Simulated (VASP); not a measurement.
# Y3Ir (Pnma) in VASP: single point with PBE

Aim: the single point of Y3Ir with PBE.

Program: VASP 6.6.1. These are calculated values, not measurements. Logs are shortened: lines on timing, memory, paths and dates and some standing lists are left out, and cuts for length are marked.

### 1 The cell of the first run

Symmetry: Pnma, No. 62, orthorhombic system. The conventional cell has a = 7.261 Å, b = 9.285 Å, c = 6.458 Å, α = 90.00°, β = 90.00°, γ = 90.00°. Y (site symmetry m) has 2 Ir at 2.75 to 2.86 Å and 4 Y at 3.53 to 3.54 Å within 3.6 Å. Within 3.8 Å of Y (site symmetry 1) lie 3 Ir at 2.86 to 3.26 Å and 10 Y at 3.44 to 3.75 Å. Within 3.6 Å of Ir (site symmetry m) lie 8 Y at 2.75 to 3.26 Å.

### 2 Single point, PBE

The input, INCAR:

```
PREC = Accurate ; ENCUT = 520
EDIFF = 1E-6 ; ISMEAR = 0
SIGMA = 0.1 ; LREAL = Auto
LASPH = T ; NELM = 100
ALGO = Normal ; ISIF = 2
LWAVE = F ; LCHARG = T
GGA = PE ; LELF = T
LVHAR = T ; NBANDS = 98
```

The input, KPOINTS:

```
Automatic mesh
0
Gamma
  4 2 4
```

The input, POSCAR:

```
Y3Ir
1.0
    7.2613782900      0.0000000000      0.0000000000
    0.0000000000      9.2845926300      0.0000000000
    0.0000000000      0.0000000000      6.4582238200
Y Ir
12 4
Direct
    0.0382539000      0.2500000000      0.6307485100
    0.9617461000      0.7500000000      0.3692514600
    0.4617461000      0.7500000000      0.1307485300
    0.5382539000      0.2500000000      0.8692514900
    0.1740940100      0.0646004800      0.1767584500
    0.8259059800      0.9353995300      0.8232415300
    0.3259060100      0.9353995300      0.6767584700
    0.8259059800      0.5646004700      0.8232415300
    0.6740940200      0.0646004800      0.3232415300
    0.1740940100      0.4353995300      0.1767584500
    0.6740940200      0.4353995300      0.3232415300
    0.3259060100      0.5646004700      0.6767584700
    0.3851625300      0.2500000000      0.4614549000
    0.6148374700      0.7500000000      0.5385451300
    0.1148374700      0.7500000000      0.9614548700
    0.8851625300      0.2500000000      0.0385451100
```

Potentials or basis: VASP PAW PBE potentials, release 64 (Y_sv, Ir).

Started as:

```
cat potpaw_PBE.64/Y_sv/POTCAR potpaw_PBE.64/Ir/POTCAR > POTCAR
mpirun -np 1 vasp_std > vasp.out
```

OUTCAR:

```text
PREC = Accurate
   ENCUT = 520
   EDIFF = 1E-6
   ISMEAR = 0
   LREAL = Auto
   LASPH = T
   NELM = 100
   ISIF = 2
   GGA = PE

 ion  position               nearest neighbor table
   1  0.038  0.250  0.631-  13 2.75  16 2.86   6 3.53   8 3.53   5 3.54  10 3.54   7 3.60  12 3.60
                             9 3.73  11 3.73   4 3.94   4 3.94   5 4.05  10 4.05
   2  0.962  0.750  0.369-  14 2.75  15 2.86  10 3.53   5 3.53   8 3.54   6 3.54  11 3.60   9 3.60
                             7 3.73  12 3.73   3 3.94   3 3.94   8 4.05   6 4.05
   3  0.462  0.750  0.131-  15 2.75  14 2.86  11 3.53   9 3.53   7 3.54  12 3.54  10 3.60   5 3.60
                             6 3.73   8 3.73   2 3.94   2 3.94   7 4.05  12 4.05
   4  0.538  0.250  0.869-  16 2.75  13 2.86   7 3.53  12 3.53   9 3.54  11 3.54   8 3.60   6 3.60
                             5 3.73  10 3.73   1 3.94   1 3.94   9 4.05  11 4.05
   5  0.174  0.065  0.177-  16 2.86  13 2.95  15 3.26  10 3.44   2 3.53   1 3.54   3 3.60   6 3.61
                             7 3.62   7 3.62   4 3.73   9 3.75   9 3.75   1 4.05
   6  0.826  0.935  0.823-  15 2.86  14 2.95  16 3.26   8 3.44   1 3.53   2 3.54   4 3.60   5 3.61
                             9 3.62   9 3.62   3 3.73   7 3.75   7 3.75   2 4.05
   7  0.326  0.935  0.677-  14 2.86  15 2.95  13 3.26  12 3.44   4 3.53   3 3.54   1 3.60   9 3.61
                             5 3.62   5 3.62   2 3.73   6 3.75   6 3.75   3 4.05
   8  0.826  0.565  0.823-  15 2.86  14 2.95  16 3.26   6 3.44   1 3.53   2 3.54   4 3.60  10 3.61
                            11 3.62  11 3.62   3 3.73  12 3.75  12 3.75   2 4.05
   9  0.674  0.065  0.323-  13 2.86  16 2.95  14 3.26  11 3.44   3 3.53   4 3.54   2 3.60   7 3.61
[... 11 lines left out ...]
  15  0.115  0.750  0.961-   3 2.75   6 2.86   8 2.86   2 2.86   7 2.95  12 2.95  10 3.26   5 3.26

  16  0.885  0.250  0.039-   4 2.75   5 2.86  10 2.86   1 2.86   9 2.95  11 2.95   8 3.26   6 3.26

  LATTYP: Found a simple orthorhombic cell.
 ALAT       =     6.4582238200
 B/A-ratio  =     1.1243615106
 C/A-ratio  =     1.4376387206

  Lattice vectors:

 A1 = (   0.0000000000,   0.0000000000,   6.4582238200)
 A2 = (   7.2613782900,   0.0000000000,   0.0000000000)
 A3 = (   0.0000000000,   9.2845926300,   0.0000000000)

Analysis of symmetry for initial positions (statically):
=====================================================================
 Subroutine PRICEL returns:
 Original cell was already a primitive cell.

 Routine SETGRP: Setting up the symmetry group for a
 simple orthorhombic supercell.

 Subroutine GETGRP returns: Found  8 space group operations
 (whereof  2 operations were pure point group operations)
 out of a pool of  8 trial point group operations.

The static configuration has the point symmetry S_2 .
 The point group associated with its full space group is D_2h.

Analysis of symmetry for dynamics (positions and initial velocities):
=====================================================================
 Subroutine PRICEL returns:
 Original cell was already a primitive cell.

 Routine SETGRP: Setting up the symmetry group for a
 simple orthorhombic supercell.

 Subroutine GETGRP returns: Found  8 space group operations
 (whereof  2 operations were pure point group operations)
 out of a pool of  8 trial point group operations.

The dynamic configuration has the point symmetry S_2 .
 The point group associated with its full space group is D_2h.

 Subroutine INISYM returns: Found  8 space group operations
 (whereof  2 operations are pure point group operations),
 and found     1 'primitive' translations

----------------------------------------------------------------------------------------

                                     Primitive cell

  volume of cell :     435.4066

  direct lattice vectors                    reciprocal lattice vectors
     7.261378290  0.000000000  0.000000000     0.137714902  0.000000000  0.000000000
     0.000000000  9.284592630  0.000000000     0.000000000  0.107705318  0.000000000
     0.000000000  0.000000000  6.458223820     0.000000000  0.000000000  0.154841335

  length of vectors
     7.261378290  9.284592630  6.458223820     0.137714902  0.107705318  0.154841335

  position of ions in fractional coordinates (direct lattice)
     0.038253900  0.250000000  0.630748510
     0.961746100  0.750000000  0.369251460
     0.461746100  0.750000000  0.130748530
     0.538253900  0.250000000  0.869251490
     0.174094010  0.064600480  0.176758450
     0.825905980  0.935399530  0.823241530
[... 8 lines left out ...]
     0.114837470  0.750000000  0.961454870
     0.885162530  0.250000000  0.038545110

  ion indices of the primitive-cell ions
   primitive index   ion index
                 1           1
                 2           2
                 3           3
                 4           4
                 5           5
                 6           6
[... 8 lines left out ...]
                15          15
                16          16

----------------------------------------------------------------------------------------

 KPOINTS: Automatic mesh

Automatic generation of k-mesh.
 Grid dimensions read from file:
 generate k-points for:    4    2    4

 Generating k-lattice:

  Cartesian coordinates                     Fractional coordinates (reciprocal lattice)
     0.034428726  0.000000000  0.000000000     0.250000000  0.000000000  0.000000000
     0.000000000  0.053852659  0.000000000     0.000000000  0.500000000  0.000000000
     0.000000000  0.000000000  0.038710334     0.000000000  0.000000000  0.250000000

  Length of vectors
     0.034428726  0.053852659  0.038710334

  Shift w.r.t. Gamma in fractional coordinates (k-lattice)
     0.000000000  0.000000000  0.000000000

 Subroutine IBZKPT returns following result:
 ===========================================

 Found     18 irreducible k-points:

 Following reciprocal coordinates:
            Coordinates               Weight
  0.000000  0.000000  0.000000      1.000000
  0.250000  0.000000  0.000000      2.000000
  0.500000  0.000000  0.000000      1.000000
  0.000000  0.500000  0.000000      1.000000
  0.250000  0.500000  0.000000      2.000000
  0.500000  0.500000  0.000000      1.000000
[... 10 lines left out ...]
  0.250000  0.500000  0.500000      2.000000
  0.500000  0.500000  0.500000      1.000000
   k-points           NKPTS =     18   k-points in BZ     NKDIM =     18   number of bands    NBANDS=     98
   number of dos      NEDOS =    301   number of ions     NIONS =     16
   total plane-waves  NPLWV = 181440
   dimension x,y,z NGX =    54 NGY =   70 NGZ =   48
   dimension x,y,z NGXF=   108 NGYF=  140 NGZF=   96
   ions per type =              12   4
   NGX,Y,Z   is equivalent  to a cutoff of  12.36, 12.53, 12.36 a.u.
   NGXF,Y,Z  is equivalent  to a cutoff of  24.73, 25.07, 24.71 a.u.
 SYSTEM =  unknown system
   PREC   = accura    normal or accurate (medium, high low for compatibility)
   ISTART =      0    job   : 0-new  1-cont  2-samecut
   ICHARG =      2    charge: 1-file 2-atom 10-const
   ISPIN  =      1    spin polarized calculation?
   LNONCOLLINEAR =      F non collinear calculations
   LSORBIT =      F    spin-orbit coupling
   LASPH  =      T    aspherical Exc in radial PAW
   ENCUT  =  520.0 eV  38.22 Ry    6.18 a.u.  13.50 17.26 12.01*2*pi/ulx,y,z
   NELM   =    100;   NELMIN=  2; NELMDL= -5     # of ELM steps
   EDIFF  = 0.1E-05   stopping-criterion for ELM
   LREAL  =      T    real-space projection
   EDIFFG = 0.1E-04   stopping-criterion for IOM
   NSW    =      0    number of steps for IOM
   IBRION =     -1    ionic relax: 0-MD 1-quasi-New 2-CG
   NFREE  =      0    steps in history (QN), initial steepest desc. (CG)
   ISIF   =      2    stress and relaxation
   ISYM   =      2    0-nonsym 1-usesym 2-fastsym
   POTIM  = 0.5000    time-step for ionic-motion
   TEBEG  =    0.0;   TEEND  =   0.0 temperature during run
   PSTRESS=    0.0 pullay stress
   NELECT =     168.0000    total number of electrons
   NUPDOWN=      -1.0000    fix difference up-down
   EMIN   =  10.00;   EMAX   =-10.00  energy-range for DOS
   EFERMI =   0.00;   METHOD = LEGACY
   ISMEAR =     0;   SIGMA  =   0.10  broadening in eV -4-tet -1-fermi 0-gaus
   EFERMI_NEDOS =   21; number of points for ismear=-14 and -15
   IALGO  =     38    algorithm
   IMIX   =      4    mixing-type and parameters
     AMIX     =   0.40;   BMIX     =  1.00
     AMIX_MAG =   1.60;   BMIX_MAG =  1.00
  volume/ion in A,a.u.               =      27.21       183.64
  Fermi-wavevector in a.u.,A,eV,Ry     =   1.191826  2.252225 19.326391  1.420450
  Thomas-Fermi vector in A             =   2.327879
   LORBIT       =      0    0 simple, 1 ext, 2 COOP (PROOUT), +10 PAW based schemes
   GGA     = PE    functional components
   LHFCALC =     F    Hartree Fock is set to
   AEXX    =    0.0000 exact exchange contribution
   IVDW    =     0    specifies the selected vdW correction
   LEPSILON=     F    determine dielectric tensor
   LRPA    =     F    only Hartree local field effects (RPA)
 non-spin polarized calculation
 Gauss-broadening in eV      SIGMA  =   0.10
  energy-cutoff  :      520.00
  volume of cell :      435.41
 maximum number of plane-waves:     11772
   NGX = 27   NGY = 35   NGZ = 25

 number of electron     168.0000010 magnetization

 Free energy of the ion-electron system (eV)
  ---------------------------------------------------
  ext. energy  EPLUGINS =         0.00000000
  ---------------------------------------------------
  free energy    TOTEN  =      -121.88565760 eV

  energy without entropy =     -121.79073605  energy(sigma->0) =     -121.83819683

 E-fermi :   4.0874     XC(G=0): -10.1331

 val. band max:        4.0851187123   @ k =   0.0000   0.5000   0.2500
 cond. band min:       4.0928266274   @ k =   0.2500   0.0000   0.2500
 fundamental gap:      0.0077079150
 Fermi energy:         4.0874165808

 k-point     1 :       0.0000    0.0000    0.0000
  band No.  band energies     occupation
      1     -38.6118      2.00000
      2     -38.5841      2.00000
      3     -38.5801      2.00000
      4     -38.5731      2.00000
      5     -38.5712      2.00000
      6     -38.5628      2.00000
[... 1771 lines left out ...]
     95       5.1401      0.00000
     96       5.1401      0.00000
 [bands above 96 left out]

------------------------ aborting loop because EDIFF is reached ----------------------------------------

  FORCE on cell =-STRESS in cart. coord.  units (eV):
  Direction    XX          YY          ZZ          XY          YZ          ZX
  --------------------------------------------------------------------------------------
  -------------------------------------------------------------------------------------
  Total       -0.0989775     -0.4876321     -0.2094708      0.0000000      0.0000000      0.0000000
  in kB       -0.3642103     -1.7943528     -0.7707952      0.0000000      0.0000000      0.0000000
  external PRESSURE =      -0.9764528 kB  Pullay stress =       0.0000000 kB

 VOLUME and BASIS-vectors are now :
 -----------------------------------------------------------------------------
  energy-cutoff  :      520.00
  volume of cell :      435.41
      direct lattice vectors                 reciprocal lattice vectors
     7.261378290  0.000000000  0.000000000     0.137714902  0.000000000  0.000000000
     0.000000000  9.284592630  0.000000000     0.000000000  0.107705318  0.000000000
     0.000000000  0.000000000  6.458223820     0.000000000  0.000000000  0.154841335

 POSITION                                       TOTAL-FORCE (eV/Angst)
 -----------------------------------------------------------------------------------
      0.27778      2.32115      4.07352        -0.093974      0.000000      0.052344
      6.98360      6.96344      2.38471         0.093974      0.000000     -0.052344
      3.35291      6.96344      0.84440         0.093974      0.000000      0.052344
      3.90847      2.32115      5.61382        -0.093974      0.000000     -0.052344
      1.26416      0.59979      1.14155         0.052732     -0.078391     -0.030228
      5.99722      8.68480      5.31668        -0.052732      0.078391      0.030228
[... 8 lines left out ...]
      0.83388      6.96344      6.20929        -0.003710      0.000000     -0.112601
      6.42750      2.32115      0.24893         0.003710      0.000000      0.112601
 -----------------------------------------------------------------------------------
    total drift:                                0.000173     -0.000121      0.000035

  FREE ENERGIE OF THE ION-ELECTRON SYSTEM (eV)
  ---------------------------------------------------
  free  energy   TOTEN  =      -121.8856576041 eV

  energy  without entropy=     -121.7907360509  energy(sigma->0) =     -121.83819683
```

It took 48 min on 1 thread of AMD EPYC 7R43 (Zen 3), shared host; peak memory 0.69 GiB.

Results:

```
Free energy            : -121.8857 eV
Pressure               : -0.1 GPa
Largest force          : 0.113 eV/Å
Band gap on the k mesh : zero (band 84 reaches 4.15 eV, above the bottom of band 85 at 4.00 eV)
```

Forces in eV/Å, atoms in the order of the input:
```
Y   -0.094  0.000  0.052
Y    0.094  0.000 -0.052
Y    0.094  0.000  0.052
Y   -0.094  0.000 -0.052
Y    0.053 -0.078 -0.030
Y   -0.053  0.078  0.030
Y   -0.053  0.078 -0.030
Y   -0.053 -0.078  0.030
Y    0.053 -0.078  0.030
Y    0.053  0.078 -0.030
Y    0.053  0.078  0.030
Y   -0.053 -0.078 -0.030
Ir   0.004  0.000 -0.113
Ir  -0.004  0.000  0.113
Ir  -0.004  0.000 -0.113
Ir   0.004  0.000  0.113
```

Caveat: spin-orbit coupling is left out, which moves the levels of the heavy elements.
